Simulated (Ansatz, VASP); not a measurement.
Sn: VASP beside Ansatz

```
CELL_PARAMETERS angstrom
-1.89465 1.89465 1.89465
1.89465 -1.89465 1.89465
1.89465 1.89465 -1.89465
ATOMIC_POSITIONS crystal
Sn 0.00000 0.00000 0.00000
```

Alike in both runs: task single point; functional PBEsol; k mesh 11 × 11 × 11; occupations fermi-dirac, width 0.1 eV; no spin polarisation.

|  | VASP | Ansatz |
| --- | --- | --- |
| version | VASP 6.6.1 | Ansatz 0.2.0 |
| potentials or method | VASP PAW PBE potentials, release 64 (Sn_d), cutoff 520 eV | plane waves, PAW |
| valence electrons in the cell | 14 | 14 |

VASP gave:

| Item | Value |
| --- | --- |
| pressure (GPa) | -1.8 |

What did Ansatz give for the same quantities?

Pressure (GPa): -1.7.

VASP's potentials were made for PBE, not for PBEsol.
